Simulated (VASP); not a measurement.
# SiC2 (Pm) in VASP: notebook, part 2 of 2

VASP 6.6.1. Earlier steps stand in the parts before.

**4. Single point, PBE, collinear spin**

This run uses another cell than the first one, of 16.63 Å³/atom.

INCAR

```
SYSTEM = SiC2
ALGO     = Normal         ! electronic algorithm
EDIFF    = 1E-6           ! SCF threshold, eV
ENCUT    = 520            ! plane-wave cutoff, eV
GGA      = PE             ! functional
ISIF     = 2              ! what is computed and relaxed
ISMEAR   = 0              ! smearing method
ISPIN    = 2              ! spin polarisation
LASPH    = .True.         ! aspherical terms in the spheres
LCHARG   = .False.        ! write CHGCAR
LORBIT   = 11             ! projections on sites
LREAL    = .False.        ! projectors in reciprocal space
LWAVE    = .False.        ! write WAVECAR
MAGMOM   = 0 0 1 1 1 1    ! initial moments
NBANDS   = 25             ! bands
NELM     = 150            ! most SCF steps
PREC     = Accurate       ! precision mode
SIGMA    = 0.1            ! smearing width, eV
```

KPOINTS

```
k-points
0
Gamma
  8 4 2
  0 0 0
```

POSCAR

```
SiC2
1.0
    2.4538834433      0.0000000000      0.0000000000
    0.0000000000      4.2388636529      0.0000000000
   -0.6652700550      0.0000000000      9.5914366458
Si C
2 4
Direct
    0.7478084415      0.0000000000      0.9331856006
    0.7839763369      0.5000000000      0.0673518720
    0.4920626942      0.1667303710      0.4999151908
    0.9920399508      0.6667324783      0.4998155757
    0.9920399508      0.3332675217      0.4998155757
    0.4920626942      0.8332696290      0.4999151908
```

Launch:

```sh
$ cat potpaw_PBE.64/Si/POTCAR potpaw_PBE.64/C/POTCAR > POTCAR
$ mpirun -np 1 vasp_std > vasp.out
```

Run time: 71 s. Hardware: 1 thread of Intel Xeon 6975P-C (Granite Rapids), shared host; peak memory 0.28 GiB.

Results (log left out):

| Item | Value |
| --- | --- |
| Free energy | -46.2425 eV |
| Pressure | 0.1 GPa |
| Largest force | 0.003 eV/Å |
| Band gap on the k mesh | zero (filled and empty bands overlap) |
| Net moment | 0.00 μB per cell |
| Valence electrons inside the program's atomic spheres | Si 1.59; C 2.67 |

Forces on the atoms (eV/Å):
```
Si  -0.001  0.000  0.001
Si   0.001  0.000  0.000
C    0.000 -0.003  0.000
C    0.000 -0.003  0.000
C    0.000  0.003  0.000
C    0.000  0.003  0.000
```

Stress tensor (GPa, compression positive):
```
 0.19  0.00 -0.02
 0.00  0.11  0.00
-0.02  0.00  0.06
```

Levels at points of the mesh, in eV from the Fermi level:
Spin up:
| k point | band 10 | band 11 | band 12 | band 13 | band 14 | band 15 |
| --- | --- | --- | --- | --- | --- | --- |
| (0.00, 0.00, 0.00) | -2.57 | -1.93 | -0.90 | -0.77 | 2.15 | 3.16 |
| (0.50, 0.00, 0.00) | -2.36 | -1.19 | -0.31 | 0.49 | 3.32 | 3.32 |
| (0.00, 0.50, 0.00) | -4.65 | -2.76 | -2.76 | 2.96 | 2.96 | 6.40 |
| (0.50, 0.50, 0.00) | -3.37 | -1.96 | -1.96 | 1.80 | 1.83 | 2.17 |
| (0.00, 0.00, 0.50) | -2.57 | -1.92 | -0.95 | -0.61 | 2.13 | 3.13 |
| (0.50, 0.00, 0.50) | -2.35 | -1.20 | -0.33 | 0.49 | 3.32 | 3.32 |
| (0.00, 0.50, 0.50) | -4.65 | -2.80 | -2.80 | 3.26 | 3.26 | 5.97 |
| (0.50, 0.50, 0.50) | -3.37 | -1.96 | -1.95 | 1.86 | 1.87 | 2.12 |
Spin down:
```csv
k point,band 10,band 11,band 12,band 13,band 14,band 15
"(0.00, 0.00, 0.00)",-2.57,-1.93,-0.90,-0.77,2.15,3.16
"(0.50, 0.00, 0.00)",-2.36,-1.19,-0.31,0.49,3.32,3.32
"(0.00, 0.50, 0.00)",-4.65,-2.76,-2.76,2.96,2.96,6.40
"(0.50, 0.50, 0.00)",-3.37,-1.96,-1.96,1.80,1.83,2.17
"(0.00, 0.00, 0.50)",-2.57,-1.92,-0.95,-0.61,2.13,3.13
"(0.50, 0.00, 0.50)",-2.35,-1.20,-0.33,0.49,3.32,3.32
"(0.00, 0.50, 0.50)",-4.65,-2.80,-2.80,3.26,3.26,5.97
"(0.50, 0.50, 0.50)",-3.37,-1.96,-1.95,1.86,1.87,2.12
```

Caveat: the k points lie up to 0.37 Å⁻¹ apart, too coarse for converged energies and pressures of a metal.

**5. Single point, PBE**

This run uses another cell than the first one, of 16.97 Å³/atom.

INCAR

```
SYSTEM = SiC2
PREC = Accurate
ENCUT = 520
EDIFF = 1E-7
ISMEAR = 0
SIGMA = 0.1
LREAL = .FALSE.
LASPH = .TRUE.
NELM = 60
ALGO = Normal
ISIF = 2
LWAVE = .FALSE.
LCHARG = .FALSE.
GGA = PE
NBANDS = 21
```

KPOINTS

```
Automatic mesh
0
G
  16 10 4
  0 0 0
```

POSCAR

```
SiC2
1.0
    2.4564090575      0.0000000000     -0.0153115176
    0.0000000000      4.2423977480      0.0000000000
   -0.7258025414      0.0000000000      9.7757319897
Si C
2 4
Direct
    0.7382137609      0.0000000000      0.9376672452
    0.7790059276      0.5000000000      0.0629259184
    0.4957038829      0.1667422473      0.4998908308
    0.9956813070      0.6667436909      0.4998120902
    0.9956813070      0.3332563091      0.4998120902
    0.4957038829      0.8332577527      0.4998908308
```

Potentials or basis: VASP PAW PBE potentials, release 64 (Si, C).

Launch:

```sh
$ cat potpaw_PBE.64/Si/POTCAR potpaw_PBE.64/C/POTCAR > POTCAR
$ mpirun -np 1 vasp_std > vasp.out
```

OUTCAR:

```text
SYSTEM = SiC2
   PREC = Accurate
   ENCUT = 520
   EDIFF = 1E-7
   ISMEAR = 0
   LREAL = .FALSE.
   LASPH = .TRUE.
   NELM = 60
   ISIF = 2
   GGA = PE

 ion  position               nearest neighbor table
   1  0.738  0.000  0.938-   2 2.45   2 2.45
   2  0.779  0.500  0.063-   1 2.45   1 2.45
   3  0.496  0.167  0.500-   6 1.41   5 1.42   5 1.42
   4  0.996  0.667  0.500-   5 1.41   6 1.42   6 1.42
   5  0.996  0.333  0.500-   4 1.41   3 1.42   3 1.42
   6  0.496  0.833  0.500-   3 1.41   4 1.42   4 1.42

  LATTYP: Found a simple monoclinic cell.
[... 783 lines left out ...]
  -------------------------------------------------------------------------------------
  Total        0.1435575      0.1510944     -0.0016568      0.0000000      0.0000000     -0.0103473
  in kB        2.2587919      2.3773805     -0.0260683      0.0000000      0.0000000     -0.1628091
  external PRESSURE =       1.5367014 kB  Pullay stress =       0.0000000 kB

 VOLUME and BASIS-vectors are now :
 -----------------------------------------------------------------------------
  energy-cutoff  :      520.00
  volume of cell :      101.83
      direct lattice vectors                 reciprocal lattice vectors
     2.456409058  0.000000000 -0.015311518     0.407286809  0.000000000  0.030239147
     0.000000000  4.242397748  0.000000000     0.000000000  0.235715758  0.000000000
    -0.725802541  0.000000000  9.775731990     0.000637925  0.000000000  0.102341493

 POSITION                                       TOTAL-FORCE (eV/Angst)
 -----------------------------------------------------------------------------------
      1.13279      0.00000      9.15508         0.000876      0.000000      0.001944
      1.86789      2.12120      0.60322        -0.001270      0.000000     -0.002022
      0.85483      0.70739      4.87921         0.000133      0.000510      0.000143
      2.08304      2.82859      4.87078         0.000064      0.000511     -0.000104
      2.08304      1.41381      4.87078         0.000064     -0.000511     -0.000104
      0.85483      3.53501      4.87921         0.000133     -0.000510      0.000143
 -----------------------------------------------------------------------------------
    total drift:                                0.000626      0.000000      0.000130

  FREE ENERGIE OF THE ION-ELECTRON SYSTEM (eV)
  ---------------------------------------------------
  free  energy   TOTEN  =       -46.1809052067 eV

  energy  without entropy=      -46.1780758412  energy(sigma->0) =      -46.17949052
```

Wall time 3.3 min (1 thread of Intel Xeon 6975P-C (Granite Rapids), shared host); peak memory 0.44 GiB.

What came out:

| Item | Value |
| --- | --- |
| Free energy | -46.1809 eV |
| Pressure | 0.2 GPa |
| Band gap on the k mesh | zero (bands 12 and 13 overlap by 1.20 eV) |

Forces in eV/Å, atoms in the order of the input:
```
Si   0.001  0.000  0.002
Si  -0.001  0.000 -0.002
C    0.000  0.001  0.000
C    0.000  0.001  0.000
C    0.000 -0.001  0.000
C    0.000 -0.001  0.000
```

**6. Summary**

```csv
task,spin,cell,k mesh,cutoff (eV),gap on the mesh (eV),pressure (GPa),moment (μB),largest force (eV/Å)
relaxation of cell and atoms,off,"relaxed from a = 2.457, b = 4.226, c = 9.521 Å, angles 90.0, 93.8, 90.0°, 6 atoms, atomic positions A",8 × 4 × 2,600,none,0.1,-,0.02
single point,collinear,"a = 2.457, b = 4.226, c = 9.521 Å, angles 90.0, 93.8, 90.0°, 6 atoms, atomic positions A",8 × 4 × 2,520,none,0.6,0.00,3.08
single point,collinear,"a = 2.454, b = 4.239, c = 9.614 Å, angles 90.0, 94.0, 90.0°, 6 atoms, atomic positions B",8 × 4 × 2,520,none,0.1,0.00,-
single point,off,"a = 2.456, b = 4.242, c = 9.803 Å, angles 90.0, 94.6, 90.0°, 6 atoms, atomic positions C",16 × 10 × 4,520,none,0.2,-,-
```

Alike in all rows: level PBE; potentials or basis VASP PAW PBE potentials, release 64 (Si, C); smearing gaussian 0.1 eV.

Caveats: some runs use coarse meshes; forces of over 1 eV/Å act on the atoms, so gaps and moduli don't describe the material at rest (at least some runs).

Total energies depend on the potentials used, so only differences within one code and one set of settings carry meaning.
